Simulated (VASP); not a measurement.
# Hf (P6_3/mmc) in VASP: notebook, part 2 of 2

VASP 6.6.1. Earlier steps stand in the parts before.

## Step 4: Single point, PBEsol

This run uses another cell than the first one, of 20.00 Å³/atom, 0.894 times its volume.

INCAR reads:

```
SYSTEM = Hf
PREC = Accurate ; ENCUT = 500
EDIFF = 1E-6 ; ISMEAR = -1
SIGMA = 0.1 ; LREAL = .False.
LASPH = .True. ; NELM = 120
ALGO = Normal ; ISIF = 2
LWAVE = .False. ; LCHARG = .False.
GGA = PS ; NBANDS = 17
GGA_COMPAT = .False.
```

KPOINTS reads:

```
regular mesh
0
Gamma
  18 18 10
  0 0 0
```

POSCAR reads:

```
Hf
1.0
    3.0732931882      0.0000000000      0.0000000000
   -1.5366465941      2.6615499742      0.0000000000
    0.0000000000      0.0000000000      4.8900419578
Hf
2
Direct
    0.3333333333      0.6666666667      0.2500000000
    0.6666666667      0.3333333333      0.7500000000
```

Potentials or basis: VASP PAW PBE potentials, release 64 (Hf_pv).

Launch:

```console
$ cat potpaw_PBE.64/Hf_pv/POTCAR > POTCAR
$ mpirun -np 1 vasp_std > vasp.out
```

OUTCAR:

```text
SYSTEM = Hf
   PREC = Accurate
   ENCUT = 500
   EDIFF = 1E-6
   ISMEAR = -1
   LREAL = .False.
   LASPH = .True.
   NELM = 120
   ISIF = 2
   GGA = PS

 ion  position               nearest neighbor table
   1  0.333  0.667  0.250-   2 3.02   2 3.02   2 3.02   2 3.02   2 3.02   2 3.02
   2  0.667  0.333  0.750-   1 3.02   1 3.02   1 3.02   1 3.02   1 3.02   1 3.02

  LATTYP: Found a hexagonal cell.
 ALAT       =     3.0732931882
 C/A-ratio  =     1.5911407270

  Lattice vectors:

 A1 = (   3.0732931882,   0.0000000000,   0.0000000000)
 A2 = (  -1.5366465941,   2.6615499742,   0.0000000000)
 A3 = (   0.0000000000,   0.0000000000,   4.8900419578)

Analysis of symmetry for initial positions (statically):
=====================================================================
 Subroutine PRICEL returns:
 Original cell was already a primitive cell.

 Routine SETGRP: Setting up the symmetry group for a
 hexagonal supercell.

 Subroutine GETGRP returns: Found 24 space group operations
 (whereof 12 operations were pure point group operations)
 out of a pool of 24 trial point group operations.

[... 163 lines left out ...]

 E-fermi :   5.5413     XC(G=0): -11.9147

 val. band max:        5.5373321736   @ k =   0.3333   0.3333   0.4000
 cond. band min:       5.5463867329   @ k =   0.0556  -0.0000   0.5000
 fundamental gap:      0.0090545593
 Fermi energy:         5.5412617574

 k-point     1 :       0.0000    0.0000    0.0000
  band No.  band energies     occupation
      1     -25.4243      2.00000
      2     -24.3553      2.00000
      3     -24.3553      2.00000
      4     -24.1788      2.00000
      5     -24.1788      2.00000
      6     -24.1769      2.00000
[... 457 lines left out ...]
      4     -24.6576      2.00000
      5     -24.4874      2.00000
      6     -24.3735      2.00000
[... 9 lines left out ...]
     16      12.5567      0.00000
     17      13.2851      0.00000

 [... further k-points ...]

------------------------ aborting loop because EDIFF is reached ----------------------------------------

  FORCE on cell =-STRESS in cart. coord.  units (eV):
  Direction    XX          YY          ZZ          XY          YZ          ZX
  --------------------------------------------------------------------------------------
  -------------------------------------------------------------------------------------
  Total        2.4184771      2.4184771      2.3882233      0.0000000      0.0000000     -0.0000000
  in kB       96.8726911     96.8726911     95.6608655      0.0000000      0.0000000     -0.0000000
  external PRESSURE =      96.4687492 kB  Pullay stress =       0.0000000 kB

 VOLUME and BASIS-vectors are now :
 -----------------------------------------------------------------------------
  energy-cutoff  :      500.00
  volume of cell :       40.00
      direct lattice vectors                 reciprocal lattice vectors
     3.073293188  0.000000000  0.000000000     0.325383860  0.187860459  0.000000000
    -1.536646594  2.661549974  0.000000000     0.000000000  0.375720918  0.000000000
     0.000000000  0.000000000  4.890041958     0.000000000  0.000000000  0.204497223

 POSITION                                       TOTAL-FORCE (eV/Angst)
 -----------------------------------------------------------------------------------
     -0.00000      1.77437      1.22251         0.000000      0.000000      0.000000
      1.53665      0.88718      3.66753        -0.000000      0.000000      0.000000
 -----------------------------------------------------------------------------------
    total drift:                               -0.000000      0.000000     -0.000000

  FREE ENERGIE OF THE ION-ELECTRON SYSTEM (eV)
  ---------------------------------------------------
  free  energy   TOTEN  =       -20.9441479573 eV

  energy  without entropy=      -20.8914129324  energy(sigma->0) =      -20.91778044
```

OSZICAR:

```text
N       E                     dE             d eps       ncg     rms          rms(c)
DAV:   1     0.497084776391E+02    0.49708E+02   -0.11202E+04  7588   0.110E+03
DAV:   2    -0.198545338596E+02   -0.69563E+02   -0.67855E+02  9891   0.250E+02
DAV:   3    -0.215966398695E+02   -0.17421E+01   -0.17305E+01  9425   0.268E+01
DAV:   4    -0.216087199216E+02   -0.12080E-01   -0.12074E-01  9565   0.269E+00
DAV:   5    -0.216088246673E+02   -0.10475E-03   -0.10474E-03  9451   0.218E-01    0.705E+01
DAV:   6    -0.211280567384E+02    0.48077E+00   -0.39782E-01  8910   0.411E+00    0.418E+01
DAV:   7    -0.209523901215E+02    0.17567E+00   -0.67131E-01  9129   0.515E+00    0.190E+00
DAV:   8    -0.209440566289E+02    0.83335E-02   -0.40849E-02  8845   0.136E+00    0.296E-01
DAV:   9    -0.209441536298E+02   -0.97001E-04   -0.95704E-04 10079   0.214E-01    0.174E-01
DAV:  10    -0.209441476088E+02    0.60211E-05   -0.43921E-05  8850   0.462E-02    0.211E-01
DAV:  11    -0.209441479573E+02   -0.34852E-06   -0.52065E-06  9184   0.155E-02
   1 F= -.20944148E+02 E0= -.20917780E+02  d E =-.527350E-01
```

stdout:

```text
POSCAR found type information on POSCAR Hf
 POSCAR found :  1 types and       2 ions
 scaLAPACK will be used
 -----------------------------------------------------------------------------
|                                                                             |
|                                                                             |
|     You enforced a specific xc type in the INCAR file but a different       |
|     I HOPE YOU KNOW WHAT YOU ARE DOING!                                     |
|                                                                             |
 -----------------------------------------------------------------------------

 LDA part: xc-table for (Slater+PW92), standard interpolation
 POSCAR, INCAR and KPOINTS ok, starting setup
 FFT: planning ... GRIDC
 FFT: planning ... GRID_SOFT
 FFT: planning ... GRID
 WAVECAR not read
 entering main loop
```

It took 75 s on 1 thread of Intel Xeon Platinum 8259CL at 2.50GHz (Skylake/Cascade Lake), shared host; peak memory 0.25 GiB.

What came out:

```yaml
Free_energy: -20.9441 eV
Pressure: 9.6 GPa
Band_gap_on_the_k_mesh: zero (band 10 reaches 6.75 eV, above the bottom of band 11 at 5.22 eV)
```

Levels at points of the mesh, in eV from the Fermi level:
| k point | band 7 | band 8 | band 9 | band 10 | band 11 | band 12 | band 13 | band 14 |
| --- | --- | --- | --- | --- | --- | --- | --- | --- |
| (0.00, 0.00, 0.00) | -7.74 | -4.08 | 1.10 | 1.21 | 1.21 | 1.46 | 2.15 | 2.15 |
| (0.50, 0.00, 0.00) | -3.53 | -3.18 | -2.60 | -0.51 | 0.80 | 1.01 | 1.88 | 6.73 |
| (0.00, 0.00, 0.50) | -5.57 | -5.57 | 0.10 | 0.10 | 1.10 | 1.10 | 1.10 | 1.10 |
| (0.50, 0.00, 0.50) | -3.78 | -3.78 | -1.21 | -1.21 | 1.65 | 1.65 | 2.93 | 2.93 |

Caveat: the PAW data sets were made with another functional, which shifts forces and pressure a little; spin-orbit coupling is left out, which moves the levels of the heavy elements.

## Step 5: Summary

```tsv
task	cell	gap on the mesh (eV)	pressure (GPa)
relaxation of cell and atoms	relaxed from a = 3.197, b = 3.197, c = 5.058 Å, angles 90.0, 90.0, 120.0°, 2 atoms	none	0.0
single point	a = 3.038, b = 3.038, c = 4.844 Å, angles 90.0, 90.0, 120.0°, 2 atoms	none	14.6
single point	a = 3.073, b = 3.073, c = 4.890 Å, angles 90.0, 90.0, 120.0°, 2 atoms	none	9.6
```

Alike in all rows: level PBEsol; potentials or basis VASP PAW PBE potentials, release 64 (Hf_pv); no spin polarisation; k mesh 18 × 18 × 10; cutoff (eV) 500; smearing fermi-dirac 0.1 eV.

Caveats: the PAW data sets were made with another functional, which shifts forces and pressure a little; spin-orbit coupling is left out, which moves the levels of the heavy elements.

Absolute energies hang on the potentials; compare differences alone.
